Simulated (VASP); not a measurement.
# AlGa7As8 (P1) in VASP: relaxation of volume and atoms at fixed shape with PBEsol

Aim: the relaxation of volume and atoms at fixed shape of AlGa7As8 with PBEsol.

All numbers are computed with VASP 6.6.1; they aren't measurements. Logs are shortened: lines on timing, memory, paths and dates and some standing lists are left out, and cuts for length are marked.

### 1 The cell of the first run

The typed cell holds 64 atoms: a = 11.323 Å, b = 11.323 Å, c = 11.323 Å, α = 90.00°, β = 90.00°, γ = 90.00°.

### 2 Relaxation of volume and atoms at fixed shape, PBEsol

File INCAR:

```
SYSTEM = AlGa7As8
  PREC = Accurate
  ENCUT = 500
  EDIFF = 1E-7
  ISMEAR = -1
  SIGMA = 0.05
  LREAL = Auto
  LASPH = .True.
  NELM = 120
  ALGO = Normal
  ISIF = 8
  LWAVE = .False.
  LCHARG = .False.
  GGA = PS
  IBRION = 2
  NSW = 100
  EDIFFG = -0.03
  ISYM = -1
  GGA_COMPAT = .False.
  NELMIN = 4
  KPAR = 1
```

File KPOINTS:

```
explicit points
1
Reciprocal
  0.25000000   0.25000000   0.25000000 1
```

File POSCAR:

```
AlGa7As8
1.0
   11.3233840000      0.0000000000      0.0000000000
    0.0000000000     11.3233840000      0.0000000000
    0.0000000000      0.0000000000     11.3233840000
Ga As Al
28 32 4
Direct
    0.0035950000      0.9975870000      0.9976070000
    0.0020330000      0.9990690000      0.5020280000
    0.0002090000      0.4994460000      0.0001060000
    0.9979900000      0.4970990000      0.4993550000
    0.4997740000      0.0039450000      0.0011610000
    0.4997780000      0.0002390000      0.4936230000
    0.4961120000      0.5002130000      0.0008550000
    0.4991380000      0.4978820000      0.5034340000
    0.2523570000      0.2521230000      0.0013140000
    0.2497050000      0.2477250000      0.5018960000
    0.2481030000      0.7521220000      0.5036270000
    0.7505490000      0.2491850000      0.0009610000
    0.7491660000      0.2492760000      0.4978950000
    0.7490970000      0.7502700000      0.0021600000
    0.2510530000      0.9997970000      0.2481890000
    0.2496760000      0.9990880000      0.7521700000
    0.2504400000      0.4984490000      0.2516940000
    0.2471140000      0.5004700000      0.7523090000
    0.7476600000      0.9979570000      0.7495320000
    0.7506950000      0.4972890000      0.2497600000
    0.7509890000      0.5021870000      0.7518040000
    0.9962330000      0.2506430000      0.2495900000
    0.0021780000      0.2454460000      0.7509870000
    0.0017940000      0.7511660000      0.2496050000
    0.5029300000      0.2492360000      0.2508500000
    0.5022400000      0.2508680000      0.7503700000
    0.5019010000      0.7522070000      0.2501310000
    0.5009850000      0.7479100000      0.7483110000
    0.1246430000      0.1222280000      0.1263130000
    0.1229070000      0.1264810000      0.6234770000
    0.1266120000      0.6236370000      0.1229560000
    0.1262250000      0.6235450000      0.6257760000
    0.6245720000      0.1236880000      0.1254320000
    0.6220080000      0.1261950000      0.6251930000
    0.6245740000      0.6250280000      0.1262760000
    0.6240070000      0.6222730000      0.6226430000
    0.3732920000      0.3743330000      0.1236710000
    0.3734240000      0.3762820000      0.6272210000
    0.3743650000      0.8749550000      0.1229700000
    0.3772480000      0.8755880000      0.6265600000
    0.8743530000      0.3724850000      0.1250240000
    0.8750500000      0.3761060000      0.6229510000
    0.8702960000      0.8760720000      0.1276870000
    0.8768820000      0.8754610000      0.6227050000
    0.3745010000      0.1264330000      0.3762900000
    0.3740460000      0.1250530000      0.8746580000
    0.3758510000      0.6245270000      0.3747610000
    0.3710560000      0.6229620000      0.8741670000
    0.8752440000      0.1269020000      0.3741960000
    0.8752650000      0.1234000000      0.8748940000
    0.8760520000      0.6255060000      0.3771880000
    0.8756450000      0.6230060000      0.8767370000
    0.1279790000      0.3738030000      0.3758070000
    0.1269270000      0.3719560000      0.8758300000
    0.1221430000      0.8769250000      0.3787900000
    0.1258930000      0.8782360000      0.8768610000
    0.6196060000      0.3770240000      0.3739150000
    0.6238720000      0.3726310000      0.8745110000
    0.6264720000      0.8759220000      0.3750880000
    0.6249720000      0.8748480000      0.8721340000
    0.2519560000      0.7469950000      0.0012730000
    0.7475770000      0.7504170000      0.5027850000
    0.7498070000      0.0023020000      0.2470410000
    0.9985630000      0.7502410000      0.7519060000
```

Potentials or basis: VASP PAW PBE potentials, release 64 (Ga_d, As, Al).

Run with:

```console
$ cat potpaw_PBE.64/Ga_d/POTCAR potpaw_PBE.64/As/POTCAR potpaw_PBE.64/Al/POTCAR > POTCAR
$ mpirun -np 4 vasp_std > vasp.out
```

OUTCAR:

```text
SYSTEM = AlGa7As8
   PREC = Accurate
   ENCUT = 500
   EDIFF = 1E-7
   ISMEAR = -1
   LREAL = Auto
   LASPH = .True.
   NELM = 120
   ISIF = 8
   GGA = PS
   IBRION = 2
   NSW = 100
   EDIFFG = -0.03
   ISYM = -1
   NELMIN = 4

 ion  position               nearest neighbor table
   1  0.004  0.998  0.998-  56 2.37  29 2.45  50 2.46  43 2.52
   2  0.002  0.999  0.502-  55 2.39  44 2.42  30 2.42  49 2.50
   3  0.000  0.499  0.000-  52 2.43  31 2.44  41 2.47  54 2.47
   4  0.998  0.497  0.499-  42 2.40  51 2.44  53 2.46  32 2.49
   5  0.500  0.004  0.001-  33 2.41  46 2.44  39 2.46  60 2.51
   6  0.500  0.000  0.494-  45 2.41  59 2.42  34 2.48  40 2.49
[... 56 lines left out ...]
  63  0.750  0.002  0.247-  43 2.39  33 2.41  49 2.47  59 2.47
  64  0.999  0.750  0.752-  52 2.45  44 2.46  56 2.49  32 2.49

IMPORTANT INFORMATION: All symmetrisations will be switched off!
NOSYMM: (Re-)initialisation of all symmetry stuff for point group C_1.

----------------------------------------------------------------------------------------

                                     Primitive cell

  volume of cell :    1451.8733

  direct lattice vectors                    reciprocal lattice vectors
    11.323384000  0.000000000  0.000000000     0.088312822  0.000000000  0.000000000
     0.000000000 11.323384000  0.000000000     0.000000000  0.088312822  0.000000000
     0.000000000  0.000000000 11.323384000     0.000000000  0.000000000  0.088312822

  length of vectors
    11.323384000 11.323384000 11.323384000     0.088312822  0.088312822  0.088312822

  position of ions in fractional coordinates (direct lattice)
     0.003595000  0.997587000  0.997607000
     0.002033000  0.999069000  0.502028000
     0.000209000  0.499446000  0.000106000
     0.997990000  0.497099000  0.499355000
     0.499774000  0.003945000  0.001161000
     0.499778000  0.000239000  0.493623000
[... 56 lines left out ...]
     0.749807000  0.002302000  0.247041000
     0.998563000  0.750241000  0.751906000

  ion indices of the primitive-cell ions
   primitive index   ion index
                 1           1
                 2           2
                 3           3
                 4           4
                 5           5
                 6           6
[... 56 lines left out ...]
                63          63
                64          64

----------------------------------------------------------------------------------------

 KPOINTS: explicit points

Read explicit list of k-points.

 Found      1 k-points:

 Following reciprocal coordinates:
            Coordinates               Weight
  0.250000  0.250000  0.250000      1.000000
   k-points           NKPTS =      1   k-points in BZ     NKDIM =      1   number of bands    NBANDS=    324
   number of dos      NEDOS =    301   number of ions     NIONS =     64
   total plane-waves  NPLWV = 592704
   dimension x,y,z NGX =    84 NGY =   84 NGZ =   84
   dimension x,y,z NGXF=   168 NGYF=  168 NGZF=  168
   ions per type =              28  32   4
   NGX,Y,Z   is equivalent  to a cutoff of  12.33, 12.33, 12.33 a.u.
   NGXF,Y,Z  is equivalent  to a cutoff of  24.67, 24.67, 24.67 a.u.
 SYSTEM =  AlGa7As8
   PREC   = accura    normal or accurate (medium, high low for compatibility)
   ISTART =      0    job   : 0-new  1-cont  2-samecut
   ICHARG =      2    charge: 1-file 2-atom 10-const
   ISPIN  =      1    spin polarized calculation?
   LNONCOLLINEAR =      F non collinear calculations
   LSORBIT =      F    spin-orbit coupling
   LASPH  =      T    aspherical Exc in radial PAW
   ENCUT  =  500.0 eV  36.75 Ry    6.06 a.u.  20.65 20.65 20.65*2*pi/ulx,y,z
   NELM   =    120;   NELMIN=  4; NELMDL= -5     # of ELM steps
   EDIFF  = 0.1E-06   stopping-criterion for ELM
   LREAL  =      T    real-space projection
   EDIFFG = -.3E-01   stopping-criterion for IOM
   NSW    =    100    number of steps for IOM
   IBRION =      2    ionic relax: 0-MD 1-quasi-New 2-CG
   NFREE  =      1    steps in history (QN), initial steepest desc. (CG)
   ISIF   =      8    stress and relaxation
   ISYM   =     -1    0-nonsym 1-usesym 2-fastsym
   POTIM  = 0.5000    time-step for ionic-motion
   TEBEG  =    0.0;   TEEND  =   0.0 temperature during run
   PSTRESS=    0.0 pullay stress
   NELECT =     536.0000    total number of electrons
   NUPDOWN=      -1.0000    fix difference up-down
   EMIN   =  10.00;   EMAX   =-10.00  energy-range for DOS
   EFERMI =   0.00;   METHOD = LEGACY
   ISMEAR =    -1;   SIGMA  =   0.05  broadening in eV -4-tet -1-fermi 0-gaus
   EFERMI_NEDOS =   21; number of points for ismear=-14 and -15
   IALGO  =     38    algorithm
   IMIX   =      4    mixing-type and parameters
     AMIX     =   0.40;   BMIX     =  1.00
     AMIX_MAG =   1.60;   BMIX_MAG =  1.00
  volume/ion in A,a.u.               =      22.69       153.09
  Fermi-wavevector in a.u.,A,eV,Ry     =   1.174411  2.219315 18.765723  1.379242
  Thomas-Fermi vector in A             =   2.310809
   LORBIT       =      0    0 simple, 1 ext, 2 COOP (PROOUT), +10 PAW based schemes
   GGA     = PS    functional components
   LHFCALC =     F    Hartree Fock is set to
   AEXX    =    0.0000 exact exchange contribution
   IVDW    =     0    specifies the selected vdW correction
   LEPSILON=     F    determine dielectric tensor
   LRPA    =     F    only Hartree local field effects (RPA)
 conjugate gradient relaxation of ions
 non-spin polarized calculation
  energy-cutoff  :      500.00
  volume of cell :     1451.87
 maximum number of plane-waves:     36903
 NGX is ok and might be reduce to    84
   NGX = 41   NGY = 41   NGZ = 41

--------------------------------------- Ionic step        1  -------------------------------------------

 number of electron     536.0000078 magnetization

 Free energy of the ion-electron system (eV)
  ---------------------------------------------------
  ext. energy  EPLUGINS =         0.00000000
  ---------------------------------------------------
  free energy    TOTEN  =      -294.21266090 eV

  energy without entropy =     -294.21265558  energy(sigma->0) =     -294.21265824

------------------------ aborting loop because EDIFF is reached ----------------------------------------

  FORCE on cell =-STRESS in cart. coord.  units (eV):
  Direction    XX          YY          ZZ          XY          YZ          ZX
  --------------------------------------------------------------------------------------
  -------------------------------------------------------------------------------------
  Total        2.1231753      2.3803258      2.2120695     -6.1266066     -5.7483084     -7.6144789
  in kB        2.3429754      2.6267472      2.4410723     -6.7608589     -6.3433976     -8.4027621
  external PRESSURE =       2.4702650 kB  Pullay stress =       0.0000000 kB
[... 275 lines left out ...]
  FREE ENERGIE OF THE ION-ELECTRON SYSTEM (eV)
  ---------------------------------------------------
  free  energy   TOTEN  =      -294.6289710949 eV

  energy  without entropy=     -294.6289652268  energy(sigma->0) =     -294.62896816

[... ionic steps 4 to 7 ...]

--------------------------------------- Ionic step        8  -------------------------------------------

 number of electron     536.0000471 magnetization

------------------------ aborting loop because EDIFF is reached ----------------------------------------

  FORCE on cell =-STRESS in cart. coord.  units (eV):
  Direction    XX          YY          ZZ          XY          YZ          ZX
  --------------------------------------------------------------------------------------
  -------------------------------------------------------------------------------------
  Total       -0.2330793     -0.2405542     -0.2137102     -6.9806740     -6.9444021     -6.9640770
  in kB       -0.2565412     -0.2647685     -0.2352224     -7.6833529     -7.6434298     -7.6650852
  external PRESSURE =      -0.2521774 kB  Pullay stress =       0.0000000 kB
[... 181 lines left out ...]
  energy  without entropy=     -294.6689824442  energy(sigma->0) =     -294.66898500

--------------------------------------- Ionic step       10  -------------------------------------------

 number of electron     536.0000499 magnetization

 Free energy of the ion-electron system (eV)
  ---------------------------------------------------
  ext. energy  EPLUGINS =         0.00000000
  ---------------------------------------------------
  free energy    TOTEN  =      -294.67095661 eV

  energy without entropy =     -294.67095161  energy(sigma->0) =     -294.67095411

 E-fermi :   4.2295     XC(G=0):  -9.6752

 val. band max:        3.5320127347   @ k =   0.2500   0.2500   0.2500
 cond. band min:       4.8934730412   @ k =   0.2500   0.2500   0.2500
 fundamental gap:      1.3614603066
 Fermi energy:         4.2294760178

 k-point     1 :       0.2500    0.2500    0.2500
  band No.  band energies     occupation
      1     -11.0634      2.00000
      2     -11.0616      2.00000
      3     -11.0604      2.00000
      4     -11.0586      2.00000
      5     -11.0567      2.00000
      6     -11.0544      2.00000
[... 272 lines left out ...]
    279       5.8982      0.00000
    280       6.0370      0.00000
 [bands above 280 left out]

------------------------ aborting loop because EDIFF is reached ----------------------------------------

  FORCE on cell =-STRESS in cart. coord.  units (eV):
  Direction    XX          YY          ZZ          XY          YZ          ZX
  --------------------------------------------------------------------------------------
  -------------------------------------------------------------------------------------
  Total        0.2676020      0.2394649      0.3007603     -6.9835612     -6.9945221     -6.9124277
  in kB        0.2947500      0.2637585      0.3312722     -7.6920373     -7.7041101     -7.6136873
  external PRESSURE =       0.2965935 kB  Pullay stress =       0.0000000 kB
[... 79 lines left out ...]
  FREE ENERGIE OF THE ION-ELECTRON SYSTEM (eV)
  ---------------------------------------------------
  free  energy   TOTEN  =      -294.6709566050 eV

  energy  without entropy=     -294.6709516052  energy(sigma->0) =     -294.67095411

 reached required accuracy - stopping structural energy minimisation
```

It took 38 min on 4 MPI ranks of Intel Xeon Platinum 8259CL at 2.50GHz (Skylake/Cascade Lake), shared host; peak memory 0.54 GiB.

Results:

| Property | Result |
| --- | --- |
| Free energy | -294.6710 eV |
| Relaxed volume | 22.73 Å³/atom |
| Relaxed cell | a = 11.330 Å, b = 11.330 Å, c = 11.330 Å, α = 90.00°, β = 90.00°, γ = 90.00° |
| Space group after relaxing (to 0.1 Å) | P1 (No. 1) |
| Energy gained by relaxing | 7.2 meV/atom |
| Ionic steps | 10 |
| Pressure after relaxing | 0.0 GPa |
| Largest force after relaxing | 0.028 eV/Å |
| Band gap on the k mesh | 1.36 eV |

Forces on the atoms (eV/Å):
```
Ga   0.000 -0.006  0.005
Ga  -0.017  0.000 -0.005
Ga   0.003  0.001 -0.009
Ga   0.016  0.009  0.013
Ga   0.002 -0.003  0.007
Ga   0.005 -0.002  0.014
Ga   0.002  0.000  0.002
Ga   0.014  0.000  0.007
Ga  -0.010  0.008 -0.007
Ga   0.008  0.006 -0.003
Ga   0.005 -0.015 -0.009
Ga   0.000 -0.007  0.008
Ga   0.012 -0.012 -0.006
Ga   0.013 -0.002  0.000
Ga  -0.002  0.006 -0.007
Ga  -0.002  0.006  0.005
Ga   0.000 -0.010 -0.011
Ga   0.027 -0.003  0.002
Ga   0.006  0.004  0.016
Ga  -0.007  0.004 -0.004
Ga  -0.006  0.002  0.004
Ga  -0.006 -0.009  0.006
Ga   0.011  0.011  0.003
Ga  -0.013  0.004 -0.002
Ga  -0.007 -0.002  0.001
Ga  -0.011 -0.004 -0.002
Ga   0.010  0.000  0.002
Ga  -0.010  0.002  0.012
As   0.014  0.013 -0.003
As  -0.001  0.002  0.003
As   0.002  0.001 -0.010
As   0.009 -0.002  0.009
As  -0.005  0.011  0.022
As  -0.004  0.006 -0.001
As   0.002  0.003  0.006
As  -0.001  0.017  0.000
As   0.008 -0.014 -0.008
As  -0.004 -0.002 -0.012
As  -0.017 -0.002 -0.001
As  -0.003 -0.007  0.007
As   0.006 -0.003  0.010
As   0.007 -0.006  0.003
As  -0.010  0.018  0.006
As   0.009 -0.004 -0.008
As   0.015  0.004 -0.002
As  -0.013 -0.005  0.006
As   0.000 -0.009  0.006
As  -0.001 -0.002 -0.001
As  -0.002 -0.009  0.002
As   0.004  0.017  0.001
As  -0.016 -0.001 -0.001
As   0.009  0.007 -0.015
As  -0.006 -0.007 -0.001
As   0.014  0.018 -0.003
As  -0.009  0.008  0.000
As  -0.015  0.010 -0.011
As   0.004 -0.023 -0.006
As  -0.011  0.000 -0.001
As  -0.012 -0.002  0.007
As  -0.005  0.003  0.005
Al   0.000 -0.003 -0.015
Al  -0.011  0.004 -0.018
Al   0.006 -0.024 -0.005
Al  -0.010  0.001 -0.013
```

The path:
| step | energy change (eV) | largest force (eV/Å) | pressure (GPa) | volume (Å³) |
| --- | --- | --- | --- | --- |
| 1 | 0.0000 | 0.9027 | 0.25 | 1451.87 |
| 2 | -0.4002 | 0.2228 | -0.19 | 1459.24 |
| 3 | -0.4163 | 0.1870 | -0.28 | 1461.06 |
| 4 | -0.4398 | 0.0874 | 0.11 | 1452.70 |
| 5 | -0.4403 | 0.0825 | 0.19 | 1451.12 |
| 6 | -0.4502 | 0.0562 | 0.04 | 1454.26 |
| 7 | -0.4514 | 0.0608 | -0.02 | 1455.69 |
| 8 | -0.4549 | 0.0457 | -0.03 | 1455.65 |
| 9 | -0.4563 | 0.0520 | -0.02 | 1455.60 |
| 10 | -0.4583 | 0.0276 | 0.03 | 1454.61 |

Final structure:
```
Ga As Al
1.0
    11.33049    0.00000    0.00000
     0.00000   11.33049    0.00000
     0.00000    0.00000   11.33049
Ga As Al
28 32 4
Direct
  0.00012 0.99953 0.99983
  0.99997 0.00037 0.50021
  0.99962 0.49925 0.00126
  0.99993 0.49898 0.50000
  0.49985 0.00013 0.99963
  0.49951 0.00018 0.49939
  0.49989 0.49969 0.00016
  0.49870 0.49995 0.50066
  0.24991 0.24951 0.00088
  0.24982 0.24938 0.50064
  0.24959 0.75022 0.50102
  0.75018 0.24968 0.99960
  0.74932 0.25058 0.50032
  0.74940 0.74974 0.00054
  0.25007 0.99940 0.25017
  0.25056 0.99988 0.75033
  0.25016 0.50010 0.25146
  0.24873 0.49918 0.75049
  0.74906 0.99967 0.74952
  0.75010 0.49986 0.25022
  0.75035 0.49956 0.75095
  0.00023 0.25009 0.25030
  0.99936 0.24891 0.75021
  0.00055 0.74951 0.25040
  0.50003 0.25025 0.24995
  0.50022 0.25027 0.75026
  0.49988 0.75042 0.25049
  0.50010 0.74912 0.74976
  0.12450 0.12422 0.12536
  0.12502 0.12431 0.62539
  0.12515 0.62419 0.12601
  0.12439 0.62453 0.62521
  0.62474 0.12531 0.12426
  0.62429 0.12499 0.62479
  0.62444 0.62477 0.12552
  0.62511 0.62381 0.62551
  0.37448 0.37530 0.12557
  0.37422 0.37458 0.62561
  0.37521 0.87464 0.12486
  0.37538 0.87494 0.62510
  0.87441 0.37421 0.12529
  0.87468 0.37455 0.62543
  0.87552 0.87422 0.12503
  0.87441 0.87502 0.62483
  0.37437 0.12504 0.37465
  0.37502 0.12529 0.87499
  0.37471 0.62580 0.37562
  0.37492 0.62419 0.87474
  0.87469 0.12556 0.37526
  0.87427 0.12375 0.87484
  0.87555 0.62451 0.37516
  0.87473 0.62459 0.87638
  0.12525 0.37436 0.37548
  0.12398 0.37383 0.87569
  0.12491 0.87481 0.37551
  0.12553 0.87461 0.87514
  0.62428 0.37563 0.37540
  0.62524 0.37472 0.87538
  0.62524 0.87532 0.37507
  0.62458 0.87442 0.87483
  0.25004 0.74921 0.00041
  0.74960 0.74939 0.50006
  0.75000 0.00035 0.24948
  0.99932 0.75003 0.75049
```

Levels at points of the mesh, in eV from the valence-band top:
```csv
k point,band 266,band 267,band 268,band 269,band 270,band 271
"(0.25, 0.25, 0.25)",-0.45,0.00,0.00,1.36,1.80,1.84
```

Caveat: the PAW data sets were made with another functional, which shifts forces and pressure a little; a shifted mesh leaves out Γ, where band edges can lie.
